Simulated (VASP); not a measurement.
# C (P4/mmm) in VASP: a series of runs, part 2 of 2

VASP 6.6.1. The steps go on from the part before.

**5. Single point, PBE, collinear spin, ferromagnetic start**

Contents of INCAR:

```
PREC = Accurate
ENCUT = 520
EDIFF = 1E-6
ISMEAR = 0
SIGMA = 0.1
LREAL = F
LASPH = T
NELM = 150
ALGO = Normal
ISIF = 2
LWAVE = F
LCHARG = F
ISPIN = 2
MAGMOM = 1
LORBIT = 11
GGA = PE
NBANDS = 12
```

Contents of KPOINTS:

```
Automatic mesh
0
Gamma
  10 10 10
```

Contents of POSCAR:

```
C
1.0
    1.8082410300      0.0000000000      0.0000000000
    0.0000000000      1.8082410300      0.0000000000
    0.0000000000      0.0000000000      1.6634338700
C
1
Direct
    0.5000000000      0.5000000000      0.0000000000
```

Potentials or basis: VASP PAW PBE potentials, release 64 (C).

Run with:

```console
cat potpaw_PBE.64/C/POTCAR > POTCAR
mpirun -np 1 vasp_std > vasp.out
```

OUTCAR:

```text
PREC = Accurate
   ENCUT = 520
   EDIFF = 1E-6
   ISMEAR = 0
   LREAL = F
   LASPH = T
   NELM = 150
   ISIF = 2
   ISPIN = 2
   LORBIT = 11
   GGA = PE

 ion  position               nearest neighbor table
   1  0.500  0.500  0.000-

  LATTYP: Found a simple tetragonal cell.
 ALAT       =     1.8082410300
 C/A-ratio  =     0.9199182202

  Lattice vectors:

 A1 = (   1.8082410300,   0.0000000000,   0.0000000000)
 A2 = (   0.0000000000,   1.8082410300,   0.0000000000)
 A3 = (   0.0000000000,   0.0000000000,   1.6634338700)

Analysis of symmetry for initial positions (statically):
=====================================================================
 Subroutine PRICEL returns:
 Original cell was already a primitive cell.

 Routine SETGRP: Setting up the symmetry group for a
 simple tetragonal supercell.

 Subroutine GETGRP returns: Found 16 space group operations
 (whereof 16 operations were pure point group operations)
 out of a pool of 16 trial point group operations.

The static configuration has the point symmetry D_4h.

[... 558 lines left out ...]
      9      66.5453      0.00000
     10      71.2883      0.00000
     11      75.8342      0.00000
     12      83.2013      0.00000
[... 333 lines left out ...]
      1      -9.3315      1.00000
      2      12.0947      0.00001
      3      20.4014      0.00000
      4      22.4369      0.00000
      5      38.6470      0.00000
      6      43.0959      0.00000
      7      47.8922      0.00000
      8      58.0589      0.00000
      9      61.2526      0.00000
     10      64.9241      0.00000
     11      73.0896      0.00000
     12      74.4593      0.00000

 [... further k-points ...]

------------------------ aborting loop because EDIFF is reached ----------------------------------------

  FORCE on cell =-STRESS in cart. coord.  units (eV):
  Direction    XX          YY          ZZ          XY          YZ          ZX
  --------------------------------------------------------------------------------------
  -------------------------------------------------------------------------------------
  Total       -0.2217910     -0.2217910      1.2575506      0.0000000      0.0000000      0.0000000
  in kB      -65.3335674    -65.3335674    370.4400062      0.0000000      0.0000000      0.0000000
  external PRESSURE =      79.9242905 kB  Pullay stress =       0.0000000 kB

 VOLUME and BASIS-vectors are now :
 -----------------------------------------------------------------------------
  energy-cutoff  :      520.00
  volume of cell :        5.44
      direct lattice vectors                 reciprocal lattice vectors
     1.808241030  0.000000000  0.000000000     0.553023620  0.000000000  0.000000000
     0.000000000  1.808241030  0.000000000     0.000000000  0.553023620  0.000000000
     0.000000000  0.000000000  1.663433870     0.000000000  0.000000000  0.601166069

 POSITION                                       TOTAL-FORCE (eV/Angst)
 -----------------------------------------------------------------------------------
      0.90412      0.90412      0.00000         0.000000      0.000000      0.000000
 -----------------------------------------------------------------------------------
    total drift:                                0.000000      0.000000      0.000000

  FREE ENERGIE OF THE ION-ELECTRON SYSTEM (eV)
  ---------------------------------------------------
  free  energy   TOTEN  =        -6.4630550825 eV

  energy  without entropy=       -6.4610060062  energy(sigma->0) =       -6.46203054

 total charge

# of ion       s       p       d       tot
------------------------------------------
    1        0.862   1.472   0.000   2.333

 magnetization (x)

# of ion       s       p       d       tot
------------------------------------------
    1        0.000   0.000   0.000   0.000
```

OSZICAR:

```text
N       E                     dE             d eps       ncg     rms          rms(c)
DAV:   1     0.249696623779E+01    0.24970E+01   -0.20004E+03  6792   0.266E+02
DAV:   2    -0.605630318682E+01   -0.85533E+01   -0.82943E+01  7496   0.679E+01
DAV:   3    -0.613622921445E+01   -0.79926E-01   -0.79791E-01  7116   0.473E+00
DAV:   4    -0.613624076242E+01   -0.11548E-04   -0.11548E-04  7032   0.707E-02
DAV:   5    -0.613624076380E+01   -0.13781E-08   -0.14409E-08  6932   0.692E-04    0.437E+00
DAV:   6    -0.644611540495E+01   -0.30987E+00   -0.25642E-02  6580   0.905E-01    0.160E+00
DAV:   7    -0.645612889425E+01   -0.10013E-01   -0.32517E-02  6592   0.807E-01    0.898E-01
DAV:   8    -0.646231290743E+01   -0.61840E-02   -0.12855E-02  6492   0.532E-01    0.393E-01
DAV:   9    -0.646297808689E+01   -0.66518E-03   -0.50861E-04  6956   0.119E-01    0.105E-01
DAV:  10    -0.646302732615E+01   -0.49239E-04   -0.24367E-04  6908   0.670E-02    0.399E-02
DAV:  11    -0.646305271900E+01   -0.25393E-04   -0.29310E-05  6884   0.263E-02    0.953E-03
DAV:  12    -0.646305469407E+01   -0.19751E-05   -0.36398E-06  6884   0.934E-03    0.419E-03
DAV:  13    -0.646305508248E+01   -0.38841E-06   -0.38360E-07  4872   0.370E-03
   1 F= -.64630551E+01 E0= -.64620305E+01  d E =-.204908E-02  mag=     0.0002
```

stdout:

```text
POSCAR found type information on POSCAR C
 POSCAR found :  1 types and       1 ions
 scaLAPACK will be used
 LDA part: xc-table for (Slater+PW92), standard interpolation
 POSCAR, INCAR and KPOINTS ok, starting setup
 FFT: planning ... GRIDC
 FFT: planning ... GRID_SOFT
 FFT: planning ... GRID
 WAVECAR not read
 entering main loop
```

It took 6.2 s on 1 thread of AMD EPYC 9R45 (Zen 5), shared host; peak memory 0.08 GiB.

What came out:

* Free energy: -6.4631 eV
* Pressure: 8.0 GPa
* Band gap on the k mesh: zero (filled and empty bands overlap)
* Net moment: 0.00 μB per cell
* Valence electrons inside the program's atomic spheres: C 2.33

Stress tensor (GPa, compression positive):
```
-6.53  0.00  0.00
 0.00 -6.53  0.00
 0.00  0.00 37.04
```

Levels at points of the mesh, in eV from the Fermi level:
Spin up:
| k point | band 1 | band 2 | band 3 | band 4 | band 5 | band 6 | band 7 |
| --- | --- | --- | --- | --- | --- | --- | --- |
| (0.00, 0.00, 0.00) | -23.06 | 7.34 | 7.34 | 12.46 | 23.24 | 25.03 | 33.76 |
| (0.50, 0.00, 0.00) | -14.28 | -13.12 | 10.48 | 15.11 | 29.49 | 32.23 | 36.77 |
| (0.50, 0.50, 0.00) | -7.32 | -7.32 | -5.17 | 6.80 | 17.27 | 44.03 | 44.03 |
| (0.00, 0.00, 0.50) | -12.92 | -11.44 | 11.96 | 11.96 | 28.38 | 33.04 | 37.59 |
| (0.50, 0.00, 0.50) | -7.56 | -5.30 | -2.06 | 8.09 | 14.39 | 40.39 | 40.76 |
| (0.50, 0.50, 0.50) | -3.14 | -0.67 | -0.67 | 8.66 | 16.71 | 16.71 | 18.01 |
Spin down:
| k point | band 1 | band 2 | band 3 | band 4 | band 5 | band 6 |
| --- | --- | --- | --- | --- | --- | --- |
| (0.00, 0.00, 0.00) | -23.06 | 7.34 | 7.34 | 12.46 | 23.24 | 25.03 |
| (0.50, 0.00, 0.00) | -14.28 | -13.12 | 10.48 | 15.11 | 29.49 | 32.23 |
| (0.50, 0.50, 0.00) | -7.32 | -7.32 | -5.17 | 6.80 | 17.27 | 44.03 |
| (0.00, 0.00, 0.50) | -12.92 | -11.44 | 11.96 | 11.96 | 28.38 | 33.04 |
| (0.50, 0.00, 0.50) | -7.56 | -5.30 | -2.06 | 8.09 | 14.39 | 40.39 |
| (0.50, 0.50, 0.50) | -3.14 | -0.67 | -0.67 | 8.66 | 16.71 | 16.71 |

Caveat: the k points lie up to 0.38 Å⁻¹ apart.

**6. Single point, PBE, collinear spin, ferromagnetic start**

This run uses another cell than the first one, of 5.59 Å³/atom, 1.028 times its volume.

Contents of INCAR:

```
PREC     = Accurate       # precision mode
ENCUT    = 520            # plane-wave cutoff, eV
EDIFF    = 1E-6           # SCF threshold, eV
ISMEAR   = 0              # smearing method
SIGMA    = 0.1            # smearing width, eV
LREAL    = F              # projectors in reciprocal space
LASPH    = T              # aspherical terms in the spheres
NELM     = 150            # most SCF steps
ALGO     = Normal         # electronic algorithm
ISIF     = 2              # what is computed and relaxed
LWAVE    = F              # write WAVECAR
LCHARG   = F              # write CHGCAR
ISPIN    = 2              # spin polarisation
MAGMOM   = 1              # initial moments
LORBIT   = 11             # projections on sites
GGA      = PE             # functional
NBANDS   = 12             # bands
```

Contents of KPOINTS:

```
regular mesh
0
Gamma
  10 10 10
```

Contents of POSCAR:

```
C
1.0
    1.8007447438      0.0000000000      0.0000000000
    0.0000000000      1.8007447438      0.0000000000
    0.0000000000      0.0000000000      1.7235915581
C
1
Direct
    0.5000000000      0.5000000000      0.0000000000
```

Potentials or basis: VASP PAW PBE potentials, release 64 (C).

Run with:

```console
cat potpaw_PBE.64/C/POTCAR > POTCAR
mpirun -np 1 vasp_std > vasp.out
```

OUTCAR:

```text
PREC = Accurate
   ENCUT = 520
   EDIFF = 1E-6
   ISMEAR = 0
   LREAL = F
   LASPH = T
   NELM = 150
   ISIF = 2
   ISPIN = 2
   LORBIT = 11
   GGA = PE

 ion  position               nearest neighbor table
   1  0.500  0.500  0.000-

  LATTYP: Found a simple tetragonal cell.
 ALAT       =     1.8007447438
 C/A-ratio  =     0.9571548461

  Lattice vectors:

 A1 = (   1.8007447438,   0.0000000000,   0.0000000000)
 A2 = (   0.0000000000,   1.8007447438,   0.0000000000)
 A3 = (   0.0000000000,   0.0000000000,   1.7235915581)

Analysis of symmetry for initial positions (statically):
=====================================================================
 Subroutine PRICEL returns:
 Original cell was already a primitive cell.

 Routine SETGRP: Setting up the symmetry group for a
 simple tetragonal supercell.

 Subroutine GETGRP returns: Found 16 space group operations
 (whereof 16 operations were pure point group operations)
 out of a pool of 16 trial point group operations.

The static configuration has the point symmetry D_4h.

[... 558 lines left out ...]
      9      65.9789      0.00000
     10      68.2693      0.00000
     11      76.4949      0.00000
     12      80.2138      0.00000
[... 333 lines left out ...]
      1      -9.3370      1.00000
      2      12.1792      0.00000
      3      20.4101      0.00000
      4      20.5295      0.00000
      5      38.8174      0.00000
      6      42.0862      0.00000
      7      45.6915      0.00000
      8      58.2024      0.00000
      9      58.8009      0.00000
     10      64.7951      0.00000
     11      71.5402      0.00000
     12      71.7990      0.00000

 [... further k-points ...]

------------------------ aborting loop because EDIFF is reached ----------------------------------------

  FORCE on cell =-STRESS in cart. coord.  units (eV):
  Direction    XX          YY          ZZ          XY          YZ          ZX
  --------------------------------------------------------------------------------------
  -------------------------------------------------------------------------------------
  Total        0.0064634      0.0064634      0.0048769      0.0000000      0.0000000     -0.0000000
  in kB        1.8528222      1.8528222      1.3980398      0.0000000      0.0000000     -0.0000000
  external PRESSURE =       1.7012281 kB  Pullay stress =       0.0000000 kB

 VOLUME and BASIS-vectors are now :
 -----------------------------------------------------------------------------
  energy-cutoff  :      520.00
  volume of cell :        5.59
      direct lattice vectors                 reciprocal lattice vectors
     1.800744744  0.000000000  0.000000000     0.555325791  0.000000000  0.000000000
     0.000000000  1.800744744  0.000000000     0.000000000  0.555325791  0.000000000
     0.000000000  0.000000000  1.723591558     0.000000000  0.000000000  0.580183858

 POSITION                                       TOTAL-FORCE (eV/Angst)
 -----------------------------------------------------------------------------------
      0.90037      0.90037      0.00000         0.000000      0.000000      0.000000
 -----------------------------------------------------------------------------------
    total drift:                                0.000000      0.000000      0.000000

  FREE ENERGIE OF THE ION-ELECTRON SYSTEM (eV)
  ---------------------------------------------------
  free  energy   TOTEN  =        -6.4882904207 eV

  energy  without entropy=       -6.4868627386  energy(sigma->0) =       -6.48757658

 total charge

# of ion       s       p       d       tot
------------------------------------------
    1        0.872   1.431   0.000   2.303

 magnetization (x)

# of ion       s       p       d       tot
------------------------------------------
    1        0.000   0.000   0.000   0.000
```

OSZICAR:

```text
N       E                     dE             d eps       ncg     rms          rms(c)
DAV:   1     0.190115782202E+01    0.19012E+01   -0.19639E+03  6880   0.266E+02
DAV:   2    -0.610263839863E+01   -0.80038E+01   -0.76834E+01  7464   0.655E+01
DAV:   3    -0.617804955663E+01   -0.75411E-01   -0.75359E-01  7144   0.451E+00
DAV:   4    -0.617806126009E+01   -0.11703E-04   -0.11702E-04  7036   0.695E-02
DAV:   5    -0.617806126038E+01   -0.28996E-09   -0.14529E-08  6916   0.686E-04    0.415E+00
DAV:   6    -0.647131153682E+01   -0.29325E+00   -0.20670E-02  6664   0.817E-01    0.145E+00
DAV:   7    -0.648227926385E+01   -0.10968E-01   -0.35979E-02  6620   0.821E-01    0.814E-01
DAV:   8    -0.648757994007E+01   -0.53007E-02   -0.11521E-02  6488   0.496E-01    0.377E-01
DAV:   9    -0.648823244850E+01   -0.65251E-03   -0.41781E-04  7008   0.110E-01    0.895E-02
DAV:  10    -0.648827230005E+01   -0.39852E-04   -0.14376E-04  6964   0.503E-02    0.340E-02
DAV:  11    -0.648828969731E+01   -0.17397E-04   -0.30574E-05  6900   0.266E-02    0.738E-03
DAV:  12    -0.648829042075E+01   -0.72343E-06   -0.15778E-06  6868   0.740E-03
   1 F= -.64882904E+01 E0= -.64875766E+01  d E =-.142768E-02  mag=     0.0002
```

stdout:

```text
POSCAR found type information on POSCAR C
 POSCAR found :  1 types and       1 ions
 scaLAPACK will be used
 LDA part: xc-table for (Slater+PW92), standard interpolation
 POSCAR, INCAR and KPOINTS ok, starting setup
 FFT: planning ... GRIDC
 FFT: planning ... GRID_SOFT
 FFT: planning ... GRID
 WAVECAR not read
 entering main loop
```

It took 6.5 s on 1 thread of AMD EPYC 9R45 (Zen 5), shared host; peak memory 0.08 GiB.

What came out:

* Free energy: -6.4883 eV
* Pressure: 0.2 GPa
* Band gap on the k mesh: zero (filled and empty bands overlap)
* Net moment: 0.00 μB per cell
* Valence electrons inside the program's atomic spheres: C 2.30

Caveat: the k points lie up to 0.36 Å⁻¹ apart.

**7. Overview**

| task | spin | cell | cutoff (eV) | gap on the mesh (eV) | pressure (GPa) | moment (μB) |
| --- | --- | --- | --- | --- | --- | --- |
| single point | off | a = 1.808, b = 1.808, c = 1.663 Å, 1 atom | 520 | none | 8.0 | - |
| single point | off | a = 1.801, b = 1.801, c = 1.724 Å, 1 atom | 520 | none | 0.2 | - |
| relaxation of cell and atoms | off | relaxed from a = 1.808, b = 1.808, c = 1.663 Å, 1 atom | 600 | none | 0.1 | - |
| single point | collinear, ferromagnetic start | a = 1.808, b = 1.808, c = 1.663 Å, 1 atom | 520 | none | 8.0 | 0.00 |
| single point | collinear, ferromagnetic start | a = 1.801, b = 1.801, c = 1.724 Å, 1 atom | 520 | none | 0.2 | 0.00 |

Alike in all rows: level PBE; potentials or basis VASP PAW PBE potentials, release 64 (C); k mesh 10 × 10 × 10; smearing gaussian 0.1 eV.

Caveats: all runs use coarse meshes.

Absolute energies hang on the potentials; compare differences alone.
